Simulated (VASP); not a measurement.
# V in VASP: notebook

Runs on V. Level: PBEsol. Tasks: electric field gradients.

Everything below comes from runs of VASP 6.6.1. Logs are shortened: lines on timing, memory, paths and dates and some standing lists are left out, and cuts for length are marked.

## 1. The cell of the first run

Symmetry: I4/mmm, No. 139, tetragonal system. Conventional cell: a = 2.935 Å, b = 2.935 Å, c = 3.026 Å, α = 90.00°, β = 90.00°, γ = 90.00°. V (site symmetry 4/mmm) has 14 V at 2.57 to 3.03 Å within 3.4 Å.

## 2. Electric field gradients, PBEsol, collinear spin, ferromagnetic start (equal xx and yy strain of -3 %)

Input file INCAR:

```
SYSTEM = V
  ALGO = Normal
  EDIFF = 1E-8
  ENCUT = 520
  GGA = PS
  ISIF = 2
  ISMEAR = -1
  ISPIN = 2
  LASPH = .TRUE.
  LCHARG = .FALSE.
  LEFG = .TRUE.
  LMAXMIX = 4
  LORBIT = 11
  LREAL = .FALSE.
  LWAVE = .FALSE.
  MAGMOM = 1.5
  NBANDS = 16
  NELM = 150
  PREC = Accurate
  SIGMA = 0.03
```

Input file KPOINTS:

```
k-points
0
G
  19 19 19
  0 0 0
```

Input file POSCAR:

```
V
1.0
   -1.4676100000      1.4676100000      1.5130000000
    1.4676100000     -1.4676100000      1.5130000000
    1.4676100000      1.4676100000     -1.5130000000
V
1
Direct
    0.0000000000      0.0000000000      0.0000000000
```

Potentials or basis: VASP PAW PBE potentials, release 64 (V_sv).

Command:

```
cat potpaw_PBE.64/V_sv/POTCAR > POTCAR
mpirun -np 1 vasp_std > vasp.out
```

OUTCAR:

```text
SYSTEM = V
   EDIFF = 1E-8
   ENCUT = 520
   GGA = PS
   ISIF = 2
   ISMEAR = -1
   ISPIN = 2
   LASPH = .TRUE.
   LORBIT = 11
   LREAL = .FALSE.
   NELM = 150
   PREC = Accurate

 ion  position               nearest neighbor table
   1  0.000  0.000  0.000-

  LATTYP: Found a body centered tetragonal cell.
 ALAT       =     2.9352200000
 C/A-ratio  =     1.0309278351

  Lattice vectors:

 A1 = (  -1.4676100000,   1.4676100000,   1.5130000000)
 A2 = (   1.4676100000,  -1.4676100000,   1.5130000000)
 A3 = (   1.4676100000,   1.4676100000,  -1.5130000000)

Analysis of symmetry for initial positions (statically):
=====================================================================
 Subroutine PRICEL returns:
 Original cell was already a primitive cell.

 Routine SETGRP: Setting up the symmetry group for a
 body centered tetragonal supercell.

 Subroutine GETGRP returns: Found 16 space group operations
 (whereof 16 operations were pure point group operations)
 out of a pool of 16 trial point group operations.

The static configuration has the point symmetry D_4h.

Analysis of symmetry for dynamics (positions and initial velocities):
=====================================================================
 Subroutine PRICEL returns:
 Original cell was already a primitive cell.

 Routine SETGRP: Setting up the symmetry group for a
 body centered tetragonal supercell.

 Subroutine GETGRP returns: Found 16 space group operations
 (whereof 16 operations were pure point group operations)
 out of a pool of 16 trial point group operations.

The dynamic configuration has the point symmetry D_4h.

Analysis of structural, dynamic, and magnetic symmetry:
=====================================================================
 Subroutine PRICEL returns:
 Original cell was already a primitive cell.

 Routine SETGRP: Setting up the symmetry group for a
 body centered tetragonal supercell.

 Subroutine GETGRP returns: Found 16 space group operations
 (whereof 16 operations were pure point group operations)
 out of a pool of 16 trial point group operations.

The overall configuration has the point symmetry D_4h.

 Subroutine INISYM returns: Found 16 space group operations
 (whereof 16 operations are pure point group operations),
 and found     1 'primitive' translations

----------------------------------------------------------------------------------------

                                     Primitive cell

  volume of cell :      13.0353

  direct lattice vectors                    reciprocal lattice vectors
    -1.467610000  1.467610000  1.513000000     0.000000000  0.340689965  0.330469266
     1.467610000 -1.467610000  1.513000000     0.340689965  0.000000000  0.330469266
     1.467610000  1.467610000 -1.513000000     0.340689965  0.340689965  0.000000000

  length of vectors
     2.568448408  2.568448408  2.568448408     0.474636270  0.474636270  0.481808370

  position of ions in fractional coordinates (direct lattice)
     0.000000000  0.000000000  0.000000000

  ion indices of the primitive-cell ions
   primitive index   ion index
                 1           1

----------------------------------------------------------------------------------------

 KPOINTS: k-points

Automatic generation of k-mesh.
 Grid dimensions read from file:
 generate k-points for:   19   19   19

 Generating k-lattice:

  Cartesian coordinates                     Fractional coordinates (reciprocal lattice)
     0.000000000  0.017931051  0.017393119     0.052631579  0.000000000 -0.000000000
     0.017931051  0.000000000  0.017393119     0.000000000  0.052631579 -0.000000000
     0.017931051  0.017931051  0.000000000     0.000000000  0.000000000  0.052631579

  Length of vectors
[... 41 lines left out ...]
   dimension x,y,z NGXF=    40 NGYF=   40 NGZF=   40
   ions per type =               1
   NGX,Y,Z   is equivalent  to a cutoff of  12.95, 12.95, 12.95 a.u.
   NGXF,Y,Z  is equivalent  to a cutoff of  25.89, 25.89, 25.89 a.u.
 SYSTEM =  V
   PREC   = accura    normal or accurate (medium, high low for compatibility)
   ISTART =      0    job   : 0-new  1-cont  2-samecut
   ICHARG =      2    charge: 1-file 2-atom 10-const
   ISPIN  =      2    spin polarized calculation?
   LNONCOLLINEAR =      F non collinear calculations
   LSORBIT =      F    spin-orbit coupling
   LASPH  =      T    aspherical Exc in radial PAW
   ENCUT  =  520.0 eV  38.22 Ry    6.18 a.u.   4.78  4.78  4.78*2*pi/ulx,y,z
   NELM   =    150;   NELMIN=  2; NELMDL= -5     # of ELM steps
   EDIFF  = 0.1E-07   stopping-criterion for ELM
   LREAL  =      F    real-space projection
   EDIFFG = 0.1E-06   stopping-criterion for IOM
   NSW    =      0    number of steps for IOM
   IBRION =     -1    ionic relax: 0-MD 1-quasi-New 2-CG
   NFREE  =      0    steps in history (QN), initial steepest desc. (CG)
   ISIF   =      2    stress and relaxation
   ISYM   =      2    0-nonsym 1-usesym 2-fastsym
   POTIM  = 0.5000    time-step for ionic-motion
   TEBEG  =    0.0;   TEEND  =   0.0 temperature during run
   PSTRESS=    0.0 pullay stress
   NELECT =      13.0000    total number of electrons
   NUPDOWN=      -1.0000    fix difference up-down
   EMIN   =  10.00;   EMAX   =-10.00  energy-range for DOS
   EFERMI =   0.00;   METHOD = LEGACY
   ISMEAR =    -1;   SIGMA  =   0.03  broadening in eV -4-tet -1-fermi 0-gaus
   EFERMI_NEDOS =   21; number of points for ismear=-14 and -15
   IALGO  =     38    algorithm
   IMIX   =      4    mixing-type and parameters
     AMIX     =   0.40;   BMIX     =  1.00
     AMIX_MAG =   1.60;   BMIX_MAG =  1.00
  volume/ion in A,a.u.               =      13.04        87.97
  Fermi-wavevector in a.u.,A,eV,Ry     =   1.635620  3.090874 36.399044  2.675254
  Thomas-Fermi vector in A             =   2.727063
   LORBIT       =     11    0 simple, 1 ext, 2 COOP (PROOUT), +10 PAW based schemes
   GGA     = PS    functional components
   LHFCALC =     F    Hartree Fock is set to
   AEXX    =    0.0000 exact exchange contribution
   IVDW    =     0    specifies the selected vdW correction
   LEPSILON=     F    determine dielectric tensor
   LRPA    =     F    only Hartree local field effects (RPA)
 spin polarized calculation
  energy-cutoff  :      520.00
  volume of cell :       13.04
 maximum number of plane-waves:       370
   NGX =  9   NGY =  9   NGZ =  9

 number of electron      13.0000000 magnetization       0.0005503

 number of electron      13.0000000 magnetization      -0.0000150

 Free energy of the ion-electron system (eV)
  ---------------------------------------------------
  ext. energy  EPLUGINS =         0.00000000
  ---------------------------------------------------
  free energy    TOTEN  =        -9.63381842 eV

  energy without entropy =       -9.62897684  energy(sigma->0) =       -9.63139763

 E-fermi :   9.9771     XC(G=0): -13.2388

 val. band max:        9.9742097448   @ k =  -0.3158   0.4737   0.1579
 cond. band min:       9.9791266684   @ k =  -0.2632   0.2632   0.0526
 fundamental gap:      0.0049169236
 Fermi energy:         9.9771296583

 spin component 1

 k-point     1 :       0.0000    0.0000    0.0000
  band No.  band energies     occupation
      1     -53.4616      1.00000
      2     -26.8078      1.00000
      3     -26.8052      1.00000
      4     -26.8052      1.00000
      5       3.3076      1.00000
      6      10.3174      0.00001
[... 435 lines left out ...]
      5       5.3917      1.00000
      6       9.6655      0.99997
[... 8 lines left out ...]
     15      37.0902      0.00000
     16      38.1087      0.00000

 [... further k-points ...]

 spin component 2

 k-point     1 :       0.0000    0.0000    0.0000
  band No.  band energies     occupation
      1     -53.4616      1.00000
      2     -26.8078      1.00000
      3     -26.8053      1.00000
      4     -26.8053      1.00000
      5       3.3076      1.00000
      6      10.3174      0.00001
[... 435 lines left out ...]
      5       5.3917      1.00000
      6       9.6655      0.99997
[... 8 lines left out ...]
     15      37.0902      0.00000
     16      38.1087      0.00000

 [... further k-points ...]
[... 5 lines left out ...]
  --------------------------------------------------------------------------------------
  -------------------------------------------------------------------------------------
  Total        0.0375443      0.0375443     -0.3444715      0.0000000      0.0000000     -0.0000000
  in kB        4.6145988      4.6145988    -42.3392917      0.0000000      0.0000000     -0.0000000
  external PRESSURE =     -11.0366980 kB  Pullay stress =       0.0000000 kB

 VOLUME and BASIS-vectors are now :
 -----------------------------------------------------------------------------
  energy-cutoff  :      520.00
  volume of cell :       13.04
      direct lattice vectors                 reciprocal lattice vectors
    -1.467610000  1.467610000  1.513000000     0.000000000  0.340689965  0.330469266
     1.467610000 -1.467610000  1.513000000     0.340689965  0.000000000  0.330469266
     1.467610000  1.467610000 -1.513000000     0.340689965  0.340689965  0.000000000

 POSITION                                       TOTAL-FORCE (eV/Angst)
 -----------------------------------------------------------------------------------
      0.00000      0.00000      0.00000        -0.000000     -0.000000      0.000000
 -----------------------------------------------------------------------------------
    total drift:                                0.000000     -0.000000      0.000000

  FREE ENERGIE OF THE ION-ELECTRON SYSTEM (eV)
  ---------------------------------------------------
  free  energy   TOTEN  =        -9.6338184169 eV

  energy  without entropy=       -9.6289768408  energy(sigma->0) =       -9.63139763

 Electric field gradients (V/A^2)
---------------------------------------------------------------------
 ion       V_xx      V_yy      V_zz      V_xy      V_xz      V_yz
---------------------------------------------------------------------
   1      -1.667    -1.667     3.334     0.002     0.002     0.002
---------------------------------------------------------------------

 Electric field gradients after diagonalization (V/A^2)
 (convention: |V_zz| > |V_xx| > |V_yy|)
----------------------------------------------------------------------
 ion       V_xx      V_yy      V_zz     asymmetry (V_yy - V_xx)/ V_zz
----------------------------------------------------------------------
   1      -1.668    -1.665     3.334       0.001
----------------------------------------------------------------------

           NMR quadrupolar parameters

 Cq : quadrupolar parameter    Cq=e*Q*V_zz/h
 eta: asymmetry parameters     (V_yy - V_xx)/ V_zz
 Q  : nuclear electric quadrupole moment in mb (millibarn)
----------------------------------------------------------------------
 ion       Cq(MHz)       eta       Q (mb)
----------------------------------------------------------------------
   1       0.008       0.001       1.000
----------------------------------------------------------------------

 total charge

# of ion       s       p       d       tot
------------------------------------------
    1        2.353   6.234   3.130  11.717

 magnetization (x)

# of ion       s       p       d       tot
------------------------------------------
    1       -0.000  -0.000  -0.000  -0.000
```

It took 2.4 min on 1 thread of Intel Xeon 6975P-C (Granite Rapids), shared host; peak memory 0.27 GiB.

Results:

```yaml
Free_energy: -9.6338 eV
Pressure: -1.1 GPa
Net_moment: 0.00 μB per cell
Valence_electrons_inside_the_program's_atomic_spheres: V 11.72
```

Electric field gradients, principal values (V/Å²):
```tsv
atom	least	middle	greatest (by size)
1 V	-1.665	-1.668	3.334
```

Caveat: the cell differs from its parent crystal (equal xx and yy strain of -3 %); without QUAD_EFG the Cq values of the log hold for a quadrupole moment of 1 mb, not for the nuclei; the PAW data sets were made with another functional, which shifts forces and pressure a little.

## 3. Electric field gradients, PBEsol, collinear spin, ferromagnetic start (volume scaled by 0.94)

Input file INCAR:

```
ALGO = Normal
EDIFF = 1E-8
ENCUT = 520
GGA = PS
ISIF = 2
ISMEAR = -1
ISPIN = 2
LASPH = True
LCHARG = False
LEFG = True
LMAXMIX = 4
LORBIT = 11
LREAL = False
LWAVE = False
MAGMOM = 1.5
NBANDS = 16
NELM = 150
PREC = Accurate
SIGMA = 0.03
```

Input file KPOINTS:

```
k-points
0
Gamma
  19 19 19
```

Input file POSCAR:

```
V
1.0
   -1.4821137825      1.4821137825      1.4821137825
    1.4821137825     -1.4821137825      1.4821137825
    1.4821137825      1.4821137825     -1.4821137825
V
1
Direct
    0.0000000000      0.0000000000      0.0000000000
```

Potentials or basis: VASP PAW PBE potentials, release 64 (V_sv).

Command:

```
cat potpaw_PBE.64/V_sv/POTCAR > POTCAR
mpirun -np 1 vasp_std > vasp.out
```

OUTCAR:

```text
EDIFF = 1E-8
   ENCUT = 520
   GGA = PS
   ISIF = 2
   ISMEAR = -1
   ISPIN = 2
   LASPH = True
   LORBIT = 11
   LREAL = False
   NELM = 150
   PREC = Accurate

 ion  position               nearest neighbor table
   1  0.000  0.000  0.000-

  LATTYP: Found a body centered cubic cell.
 ALAT       =     2.9642275650

  Lattice vectors:

 A1 = (  -1.4821137825,   1.4821137825,   1.4821137825)
 A2 = (   1.4821137825,  -1.4821137825,   1.4821137825)
 A3 = (   1.4821137825,   1.4821137825,  -1.4821137825)

Analysis of symmetry for initial positions (statically):
=====================================================================
 Subroutine PRICEL returns:
 Original cell was already a primitive cell.

 Routine SETGRP: Setting up the symmetry group for a
 body centered cubic supercell.

 Subroutine GETGRP returns: Found 48 space group operations
 (whereof 48 operations were pure point group operations)
 out of a pool of 48 trial point group operations.

The static configuration has the point symmetry O_h .

Analysis of symmetry for dynamics (positions and initial velocities):
=====================================================================
 Subroutine PRICEL returns:
 Original cell was already a primitive cell.

 Routine SETGRP: Setting up the symmetry group for a
 body centered cubic supercell.

 Subroutine GETGRP returns: Found 48 space group operations
 (whereof 48 operations were pure point group operations)
 out of a pool of 48 trial point group operations.

[... 634 lines left out ...]
      3     -26.7902      1.00000
      4     -26.7902      1.00000
      5       3.3180      1.00000
      6      10.4075      0.00000
[... 435 lines left out ...]
      5       6.8754      1.00000
      6       9.0333      1.00000
[... 8 lines left out ...]
     15      38.2838      0.00000
     16      39.4550      0.00000

 [... further k-points ...]

------------------------ aborting loop because EDIFF is reached ----------------------------------------

  FORCE on cell =-STRESS in cart. coord.  units (eV):
  Direction    XX          YY          ZZ          XY          YZ          ZX
  --------------------------------------------------------------------------------------
  -------------------------------------------------------------------------------------
  Total       -0.0864628     -0.0864628     -0.0864628      0.0000000      0.0000000      0.0000000
  in kB      -10.6373937    -10.6373937    -10.6373937      0.0000000      0.0000000      0.0000000
  external PRESSURE =     -10.6373937 kB  Pullay stress =       0.0000000 kB

 VOLUME and BASIS-vectors are now :
 -----------------------------------------------------------------------------
  energy-cutoff  :      520.00
  volume of cell :       13.02
      direct lattice vectors                 reciprocal lattice vectors
    -1.482113782  1.482113782  1.482113782     0.000000000  0.337356015  0.337356015
     1.482113782 -1.482113782  1.482113782     0.337356015  0.000000000  0.337356015
     1.482113782  1.482113782 -1.482113782     0.337356015  0.337356015  0.000000000

 POSITION                                       TOTAL-FORCE (eV/Angst)
 -----------------------------------------------------------------------------------
      0.00000      0.00000      0.00000        -0.000000      0.000000     -0.000000
 -----------------------------------------------------------------------------------
    total drift:                                0.000000      0.000000      0.000000

  FREE ENERGIE OF THE ION-ELECTRON SYSTEM (eV)
  ---------------------------------------------------
  free  energy   TOTEN  =        -9.6376936638 eV

  energy  without entropy=       -9.6329616306  energy(sigma->0) =       -9.63532765

 Electric field gradients (V/A^2)
---------------------------------------------------------------------
 ion       V_xx      V_yy      V_zz      V_xy      V_xz      V_yz
---------------------------------------------------------------------
   1       0.000    -0.000    -0.000     0.002     0.002     0.002
---------------------------------------------------------------------

 Electric field gradients after diagonalization (V/A^2)
 (convention: |V_zz| > |V_xx| > |V_yy|)
----------------------------------------------------------------------
 ion       V_xx      V_yy      V_zz     asymmetry (V_yy - V_xx)/ V_zz
----------------------------------------------------------------------
   1      -0.002    -0.002     0.003       0.000
----------------------------------------------------------------------

           NMR quadrupolar parameters

 Cq : quadrupolar parameter    Cq=e*Q*V_zz/h
 eta: asymmetry parameters     (V_yy - V_xx)/ V_zz
 Q  : nuclear electric quadrupole moment in mb (millibarn)
----------------------------------------------------------------------
 ion       Cq(MHz)       eta       Q (mb)
----------------------------------------------------------------------
   1       0.000       0.000       1.000
----------------------------------------------------------------------

 total charge

# of ion       s       p       d       tot
------------------------------------------
    1        2.353   6.234   3.131  11.718

 magnetization (x)

# of ion       s       p       d       tot
------------------------------------------
    1        0.000   0.000   0.001   0.001
```

OSZICAR:

```text
N       E                     dE             d eps       ncg     rms          rms(c)
DAV:   1     0.905613005608E+02    0.90561E+02   -0.64907E+03 14288   0.897E+02
DAV:   2    -0.931644421950E+01   -0.99878E+02   -0.95646E+02 15344   0.271E+02
DAV:   3    -0.108179194685E+02   -0.15015E+01   -0.14991E+01 16024   0.359E+01
DAV:   4    -0.108234532709E+02   -0.55338E-02   -0.55337E-02 16776   0.230E+00
DAV:   5    -0.108234988962E+02   -0.45625E-04   -0.45627E-04 16072   0.194E-01    0.210E+01
DAV:   6    -0.964183943251E+01    0.11817E+01   -0.16402E+00 14400   0.221E+01    0.268E+00
DAV:   7    -0.964028799336E+01    0.15514E-02   -0.73679E-02 16064   0.271E+00    0.182E+00
DAV:   8    -0.964072088586E+01   -0.43289E-03   -0.52198E-03 15112   0.825E-01    0.902E-01
DAV:   9    -0.963747803832E+01    0.32428E-02   -0.14803E-03 16088   0.471E-01    0.236E-01
DAV:  10    -0.963767340410E+01   -0.19537E-03   -0.56562E-04 15632   0.227E-01    0.407E-02
DAV:  11    -0.963768938023E+01   -0.15976E-04   -0.18642E-05 15640   0.465E-02    0.190E-02
DAV:  12    -0.963769366420E+01   -0.42840E-05   -0.65478E-06 15360   0.248E-02    0.615E-03
DAV:  13    -0.963769366380E+01    0.39790E-09   -0.87806E-08 15552   0.340E-03
   1 F= -.96376937E+01 E0= -.96353276E+01  d E =-.473203E-02  mag=     0.0005
```

Wall time 40 s (1 thread of Intel Xeon 6975P-C (Granite Rapids), shared host); peak memory 0.18 GiB.

Results:

* Free energy: -9.6377 eV
* Pressure: -1.1 GPa
* Net moment: 0.00 μB per cell
* Valence electrons inside the program's atomic spheres: V 11.72

Caveat: without QUAD_EFG the Cq values of the log hold for a quadrupole moment of 1 mb, not for the nuclei; the PAW data sets were made with another functional, which shifts forces and pressure a little.
